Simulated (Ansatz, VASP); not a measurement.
## Two plane-wave programs on BiTe

INCAR

```
PREC     = Accurate       # precision mode
ENCUT    = 600            # plane-wave cutoff, eV
EDIFF    = 1E-6           # SCF threshold, eV
ISMEAR   = -1             # smearing method
SIGMA    = 0.05           # smearing width, eV
LREAL    = False          # projectors in reciprocal space
LASPH    = True           # aspherical terms in the spheres
NELM     = 100            # most SCF steps
ALGO     = Normal         # electronic algorithm
ISIF     = 3              # what is computed and relaxed
LWAVE    = False          # write WAVECAR
LCHARG   = False          # write CHGCAR
GGA      = RP             # functional
IVDW     = 12             # dispersion correction
IBRION   = 2              # ionic algorithm
NSW      = 60             # ionic steps
EDIFFG   = -0.01          # ionic threshold
```

Contents of KPOINTS:

```
Automatic mesh
0
Gamma
  7 7 7
```

The input POSCAR:

```
BiTe
1.0
    0.0000000000      3.2350000000      3.2350000000
    3.2350000000      0.0000000000      3.2350000000
    3.2350000000      3.2350000000      0.0000000000
Bi Te
1 1
Direct
    0.0000000000      0.0000000000      0.0000000000
    0.5000000000      0.5000000000      0.5000000000
```

Contents of input.yaml:

```yaml
crystal:
  lattice:
    - [0.0, 3.235, 3.235]
    - [3.235, 0.0, 3.235]
    - [3.235, 3.235, 0.0]
  atoms:
    - { symbol: Bi, position: [0.0, 0.0, 0.0] }
    - { symbol: Te, position: [0.5, 0.5, 0.5] }
hamiltonian:
  xc: rpbe
  pseudopotentials: { kind: paw }
  dispersion: d3bj
kpoints:
  mp_grid: { grid: [7, 7, 7] }
scf:
  occupations: { method: fermi_dirac, width: 0.05 }
output:
  forces: true
  stress: true
  eigenvalues: true
relax:
  f_tol: 0.01
  max_steps: 40
  cell: { stress_tol: 0.05 }
```

Alike in both runs: task relaxation of cell and atoms; functional RPBE; dispersion D3(BJ); k mesh 7 × 7 × 7; occupations fermi-dirac, width 0.05 eV; no spin polarisation.

|  | VASP | Ansatz |
| --- | --- | --- |
| version | VASP 6.6.1 | Ansatz 0.2.0 |
| potentials or method | VASP PAW PBE potentials, release 64 (Bi_d, Te) | Ansatz PAW |
| plane-wave cutoff (eV) | 600 | 420 |
| valence electrons in the cell | 21 | 31 |

```csv
,VASP,Ansatz,Ansatz less VASP
"gap on the k mesh at the Fermi level, each at its own relaxed structure (eV)",none,none,-
relaxed volume (Å³/atom),26.41,26.42,+0.014
relaxed cell length with the largest relative difference (Å),4.211,4.212,+0.0008
```

VASP's potentials were made for PBE, not for RPBE. A gap of «none» marks a metal or a gap that the smearing closes. VASP's potentials hold 21 valence electrons a cell and Ansatz's 31, so a difference there can come from the potentials and not from the codes.

Spin-orbit coupling is off throughout. Noted on VASP's run: the volume moved by over 15 % at a fixed basis, so the end points are rough. Noted on Ansatz's run: the volume moved by over 15 % at a fixed basis, so the end points are rough; the plane-wave basis is chosen anew once the cell has moved, so the energies of steps on either side of that aren't comparable.
